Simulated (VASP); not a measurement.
# WO (F-43m) in VASP: single point with PBEsol+U

Aim: the single point of WO with PBEsol+U.

Everything below comes from runs of VASP 6.6.1. Logs are shortened: lines on timing, memory, paths and dates and some standing lists are left out, and cuts for length are marked.

## Step 1: The cell of the first run

Symmetry: F-43m, No. 216, cubic system. Conventional cell: a = 4.647 Å, b = 4.647 Å, c = 4.647 Å, α = 90.00°, β = 90.00°, γ = 90.00°. W (site symmetry -43m) has 4 O at 2.01 Å within 2.7 Å. O (site symmetry -43m) has 4 W at 2.01 Å within 2.7 Å.

## Step 2: Single point, PBEsol+U

INCAR

```
SYSTEM = WO
  ALGO = Normal
  EDIFF = 1E-6
  ENCUT = 1340
  GGA = PS
  GGA_COMPAT = .FALSE.
  ISIF = 2
  ISMEAR = 0
  LASPH = .TRUE.
  LCHARG = .FALSE.
  LDAU = .TRUE.
  LDAUJ = 0 0
  LDAUL = 2 -1
  LDAUPRINT = 1
  LDAUTYPE = 2
  LDAUU = 4 0
  LMAXMIX = 4
  LREAL = .FALSE.
  LWAVE = .FALSE.
  NBANDS = 17
  NELM = 200
  PREC = Accurate
  SIGMA = 0.05
```

KPOINTS

```
k-points
0
G
  16 16 16
  0 0 0
```

POSCAR

```
WO
1.0
    0.0000000000      2.3234686790      2.3234686790
    2.3234686790      0.0000000000      2.3234686790
    2.3234686790      2.3234686790      0.0000000000
W O
1 1
Direct
    0.0000000000      0.0000000000      0.0000000000
    0.2500000000      0.2500000000      0.2500000000
```

Potentials or basis: VASP PAW PBE potentials, release 64 (W_sv, O_h).

Started as:

```bash
$ cat potpaw_PBE.64/W_sv/POTCAR potpaw_PBE.64/O_h/POTCAR > POTCAR
$ mpirun -np 1 vasp_std > vasp.out
```

OUTCAR:

```text
SYSTEM = WO
   EDIFF = 1E-6
   ENCUT = 1340
   GGA = PS
   ISIF = 2
   ISMEAR = 0
   LASPH = .TRUE.
   LREAL = .FALSE.
   NELM = 200
   PREC = Accurate

 ion  position               nearest neighbor table
   1  0.000  0.000  0.000-   2 2.01   2 2.01   2 2.01   2 2.01
   2  0.250  0.250  0.250-   1 2.01   1 2.01   1 2.01   1 2.01

  LATTYP: Found a face centered cubic cell.
 ALAT       =     4.6469373580

  Lattice vectors:

 A1 = (   0.0000000000,   2.3234686790,   2.3234686790)
 A2 = (   2.3234686790,   0.0000000000,   2.3234686790)
 A3 = (   2.3234686790,   2.3234686790,   0.0000000000)

Analysis of symmetry for initial positions (statically):
=====================================================================
 Subroutine PRICEL returns:
 Original cell was already a primitive cell.

 Routine SETGRP: Setting up the symmetry group for a
 face centered cubic supercell.

 Subroutine GETGRP returns: Found 24 space group operations
 (whereof 24 operations were pure point group operations)
 out of a pool of 48 trial point group operations.

The static configuration has the point symmetry T_d .

Analysis of symmetry for dynamics (positions and initial velocities):
=====================================================================
 Subroutine PRICEL returns:
 Original cell was already a primitive cell.

 Routine SETGRP: Setting up the symmetry group for a
 face centered cubic supercell.

 Subroutine GETGRP returns: Found 24 space group operations
 (whereof 24 operations were pure point group operations)
 out of a pool of 48 trial point group operations.

The dynamic configuration has the point symmetry T_d .

 Subroutine INISYM returns: Found 24 space group operations
 (whereof 24 operations are pure point group operations),
 and found     1 'primitive' translations

----------------------------------------------------------------------------------------

                                     Primitive cell

[... 139 lines left out ...]
 -0.0000  0.3061 -0.0000  0.0000 -0.0000
  0.0000 -0.0000  0.3568  0.0000  0.0000
  0.0000  0.0000  0.0000  0.3061  0.0000
  0.0000 -0.0000  0.0000  0.0000  0.3568

spin component  2

  0.3061 -0.0000  0.0000  0.0000  0.0000
 -0.0000  0.3061 -0.0000  0.0000 -0.0000
  0.0000 -0.0000  0.3568  0.0000  0.0000
  0.0000  0.0000  0.0000  0.3061  0.0000
  0.0000 -0.0000  0.0000  0.0000  0.3568

 occupancies and eigenvectors

  o =  0.3061  v =  0.0000  0.9707  0.0000 -0.2403 -0.0000  0.0000  0.0000  0.0000  0.0000  0.0000      0.0000  0.0000  0.0000  0.0000  0.0000  0.0000  0.0000  0.0000  0.0000  0.0000
  o =  0.3061  v =  0.0000  0.0000  0.0000  0.0000  0.0000  0.0000  0.9707  0.0000 -0.2403 -0.0000      0.0000  0.0000  0.0000  0.0000  0.0000  0.0000  0.0000  0.0000  0.0000  0.0000
  o =  0.3061  v =  0.0000  0.2403 -0.0000  0.9707  0.0000  0.0000  0.0000  0.0000  0.0000  0.0000      0.0000  0.0000  0.0000  0.0000  0.0000  0.0000  0.0000  0.0000  0.0000  0.0000
  o =  0.3061  v =  0.0000  0.0000  0.0000  0.0000  0.0000  0.0000  0.2403 -0.0000  0.9707  0.0000      0.0000  0.0000  0.0000  0.0000  0.0000  0.0000  0.0000  0.0000  0.0000  0.0000
  o =  0.3061  v =  1.0000  0.0000  0.0000  0.0000  0.0000  0.0000  0.0000  0.0000  0.0000  0.0000      0.0000  0.0000  0.0000  0.0000  0.0000  0.0000  0.0000  0.0000  0.0000  0.0000
  o =  0.3061  v =  0.0000  0.0000  0.0000  0.0000  0.0000  1.0000  0.0000  0.0000  0.0000  0.0000      0.0000  0.0000  0.0000  0.0000  0.0000  0.0000  0.0000  0.0000  0.0000  0.0000
  o =  0.3568  v =  0.0000  0.0000  0.0000  0.0000  0.0000  0.0000  0.0000 -0.0726 -0.0000  0.9974      0.0000  0.0000  0.0000  0.0000  0.0000  0.0000  0.0000  0.0000  0.0000  0.0000
  o =  0.3568  v =  0.0000  0.0000 -0.0726 -0.0000  0.9974  0.0000  0.0000  0.0000  0.0000  0.0000      0.0000  0.0000  0.0000  0.0000  0.0000  0.0000  0.0000  0.0000  0.0000  0.0000
  o =  0.3568  v =  0.0000  0.0000  0.0000  0.0000  0.0000  0.0000  0.0000 -0.9974 -0.0000 -0.0726      0.0000  0.0000  0.0000  0.0000  0.0000  0.0000  0.0000  0.0000  0.0000  0.0000
  o =  0.3568  v =  0.0000  0.0000 -0.9974 -0.0000 -0.0726  0.0000  0.0000  0.0000  0.0000  0.0000      0.0000  0.0000  0.0000  0.0000  0.0000  0.0000  0.0000  0.0000  0.0000  0.0000

 number of electron      20.0000000 magnetization

 Free energy of the ion-electron system (eV)
  ---------------------------------------------------
  ext. energy  EPLUGINS =         0.00000000
  ---------------------------------------------------
  free energy    TOTEN  =       -15.00461894 eV

  energy without entropy =      -15.00235536  energy(sigma->0) =      -15.00348715

 E-fermi :   9.8357     XC(G=0): -12.7534

 val. band max:        9.8335088905   @ k =   0.3750   0.2500   0.1250
 cond. band min:       9.8373210959   @ k =  -0.4375   0.1250   0.0000
 fundamental gap:      0.0038122054
 Fermi energy:         9.8357483602

 k-point     1 :       0.0000    0.0000    0.0000
  band No.  band energies     occupation
      1     -65.8642      2.00000
      2     -29.9266      2.00000
      3     -29.9266      2.00000
      4     -29.9266      2.00000
      5     -12.5364      2.00000
      6       1.1433      2.00000
[... 457 lines left out ...]
      4     -29.9296      2.00000
      5     -12.4498      2.00000
      6       0.9782      2.00000
[... 9 lines left out ...]
     16      22.8630      0.00000
     17      23.6535      0.00000

 [... further k-points ...]

------------------------ aborting loop because EDIFF is reached ----------------------------------------

  FORCE on cell =-STRESS in cart. coord.  units (eV):
  Direction    XX          YY          ZZ          XY          YZ          ZX
  --------------------------------------------------------------------------------------
  -------------------------------------------------------------------------------------
  Total        1.2278123      1.2278123      1.2278123     -0.0000000     -0.0000000      0.0000000
  in kB       78.4155316     78.4155316     78.4155316     -0.0000000     -0.0000000      0.0000000
  external PRESSURE =      78.4155316 kB  Pullay stress =       0.0000000 kB

 VOLUME and BASIS-vectors are now :
 -----------------------------------------------------------------------------
  energy-cutoff  :     1340.00
  volume of cell :       25.09
      direct lattice vectors                 reciprocal lattice vectors
     0.000000000  2.323468679  2.323468679    -0.215195498  0.215195498  0.215195498
     2.323468679  0.000000000  2.323468679     0.215195498 -0.215195498  0.215195498
     2.323468679  2.323468679  0.000000000     0.215195498  0.215195498 -0.215195498

 POSITION                                       TOTAL-FORCE (eV/Angst)
 -----------------------------------------------------------------------------------
      0.00000      0.00000      0.00000        -0.000000     -0.000000     -0.000000
      1.16173      1.16173      1.16173         0.000000      0.000000      0.000000
 -----------------------------------------------------------------------------------
    total drift:                               -0.000000     -0.000000     -0.000000

  FREE ENERGIE OF THE ION-ELECTRON SYSTEM (eV)
  ---------------------------------------------------
  free  energy   TOTEN  =       -15.0046189428 eV

  energy  without entropy=      -15.0023553587  energy(sigma->0) =      -15.00348715
```

OSZICAR:

```text
N       E                     dE             d eps       ncg     rms          rms(c)
DAV:   1     0.247814802816E+03    0.24781E+03   -0.18656E+04  4930   0.257E+03
DAV:   2    -0.188511977560E+01   -0.24970E+03   -0.24091E+03  6002   0.546E+02
DAV:   3    -0.176370684158E+02   -0.15752E+02   -0.15356E+02  5269   0.113E+02
DAV:   4    -0.178391642987E+02   -0.20210E+00   -0.20192E+00  5667   0.139E+01
DAV:   5    -0.178404046006E+02   -0.12403E-02   -0.12402E-02  5460   0.120E+00    0.267E+01
DAV:   6    -0.152231208609E+02    0.26173E+01   -0.92323E+00  6794   0.308E+01    0.922E+00
DAV:   7    -0.150448959334E+02    0.17822E+00   -0.79555E-01  5318   0.782E+00    0.700E+00
DAV:   8    -0.150124027736E+02    0.32493E-01   -0.27288E-01  5161   0.451E+00    0.130E+00
DAV:   9    -0.150046542387E+02    0.77485E-02   -0.21278E-02  5109   0.141E+00    0.212E-01
DAV:  10    -0.150045447772E+02    0.10946E-03   -0.25646E-03  5428   0.508E-01    0.762E-02
DAV:  11    -0.150046131623E+02   -0.68385E-04   -0.12752E-04  5329   0.105E-01    0.830E-02
DAV:  12    -0.150046202655E+02   -0.71032E-05   -0.15082E-04  4999   0.986E-02    0.374E-02
DAV:  13    -0.150046190029E+02    0.12626E-05   -0.12547E-05  5080   0.353E-02    0.475E-03
DAV:  14    -0.150046189428E+02    0.60098E-07   -0.12941E-06  2602   0.104E-02
   1 F= -.15004619E+02 E0= -.15003487E+02  d E =-.226358E-02
```

It took 3.8 min on 1 thread of Intel Xeon Platinum 8375C at 2.90GHz (Ice Lake), shared host; peak memory 0.42 GiB.

Results:

```yaml
Free_energy: -15.0046 eV
Pressure: 7.8 GPa
Band_gap_on_the_k_mesh: zero (bands 10 and 11 overlap by 1.27 eV)
```

Eigenvalues of the final occupation matrices:
```tsv
site	spin	trace	eigenvalues
site 1 d	1	1.63	0.31 0.31 0.31 0.36 0.36
site 1 d	2	1.63	0.31 0.31 0.31 0.36 0.36
```

Caveat: the cell stands under pressure; the PAW data sets were made with another functional, which shifts forces and pressure a little; spin-orbit coupling is left out, which moves the levels of the heavy elements; U without spin polarisation on a metal has little footing.
